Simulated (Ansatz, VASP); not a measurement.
MgTeSe3 in VASP and in Ansatz

```xyz
5
Lattice="3.7868 2.1863 3.8063 -3.7868 2.1863 3.8063 0.0000 -4.3726 3.8063" Properties=species:S:1:pos:R:3 pbc="T T T"
Mg    0.0000    0.0000    9.7983
Te    0.0000    0.0000    5.8514
Se    0.0000    2.2126    4.5960
Se    1.9162   -1.1063    4.5960
Se   -1.9162   -1.1063    4.5960
```

Change from the starting cell: species swapped into the CsHgCl3 type (R3m, No. 160).

Alike in both runs: functional PBE; k mesh 6 × 6 × 6; occupations gaussian, width 0.02 eV; no spin polarisation.

Ansatz relaxed the structure, and its values are those at the end. VASP's run is a single point on that final structure, the one shown.

|  | VASP | Ansatz |
| --- | --- | --- |
| version | VASP 6.6.1 | Ansatz 0.2.0 |
| potentials or method | VASP PAW PBE potentials, release 64 (Mg, Te, Se), cutoff 520 eV | scalar-relativistic, plane waves, PAW |
| valence electrons in the cell | 26 | 74 |

VASP gave:

```
gap on the k mesh at the Fermi level (eV) : 0.09
least direct gap on the mesh (eV)         : 0.27
pressure (GPa)                            : 0.0
rms of the force components (eV/Å)        : 0.011
```

**Question.** What did Ansatz give for the same quantities?

**Answer.** gap on the k mesh at the Fermi level (eV): 0.09; least direct gap on the mesh (eV): 0.27; pressure (GPa): 0.0; rms of the force components (eV/Å): 0.002.

VASP's potentials hold 26 valence electrons a cell and Ansatz's 74, so a difference there can come from the potentials and not from the codes.

Spin-orbit coupling is off throughout.
